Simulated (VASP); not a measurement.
PbAuCl3:

```
Pb Au Cl
1.0
     4.98545    0.00000    0.00000
    -2.49273    4.31753    0.00000
     0.00000    0.00000    6.17526
Pb Au Cl
1 1 3
Direct
  0.00000 0.00000 0.50000
  0.00000 0.00000 0.00000
  0.50000 0.00000 0.00000
  0.00000 0.50000 0.00000
  0.50000 0.50000 0.00000
```

The cell was generated, and may not be a known phase.

```yaml
Program: VASP 6.6.1
Task: relaxation of cell and atoms
Functional: PBE
Potentials_or_basis: VASP PAW PBE potentials, release 64 (Pb_d, Au, Cl)
Cutoff: 600 eV
k_mesh: 6 × 6 × 4
Occupations: gaussian, width 0.1 eV
Spin: no spin polarisation
```

At the start: pressure 16.4 GPa; volume 26.58 Å³/atom.

Q: Where does the relaxation end?

A: Over 9 steps the energy falls by 746.7 meV/atom and the volume is 34.07 Å³/atom (+28.2 %); space group P6/mmm (No. 191, to 0.1 Å) before and after.

Step by step:
| step | energy change (eV) | largest force (eV/Å) | pressure (GPa) | volume (Å³) |
| --- | --- | --- | --- | --- |
| 1 | 0.0000 | 0.0000 | 16.35 | 132.92 |
| 2 | -3.1361 | 0.0000 | -2.13 | 189.83 |
| 3 | -3.1353 | 0.0000 | -2.41 | 192.94 |
| 4 | -3.1368 | 0.0000 | -2.24 | 191.06 |
| 5 | -3.5972 | 0.0000 | -1.63 | 180.89 |
| 6 | -3.7203 | 0.0000 | -0.78 | 174.83 |
| 7 | -3.7236 | 0.0000 | -0.51 | 173.44 |
| 8 | -3.7238 | 0.0000 | -0.59 | 173.81 |
| 9 | -3.7334 | 0.0000 | -0.14 | 170.37 |

Final structure:
```
CELL_PARAMETERS angstrom
6.06514 0.00000 0.00000
-3.03257 5.25257 0.00000
0.00000 0.00000 5.34789
ATOMIC_POSITIONS crystal
Pb 0.00000 0.00000 0.50000
Au 0.00000 0.00000 0.00000
Cl 0.50000 0.00000 0.00000
Cl 0.00000 0.50000 0.00000
Cl 0.50000 0.50000 0.00000
```

Caveat: the volume moved by over 15 % at a fixed basis, so the end points are rough.
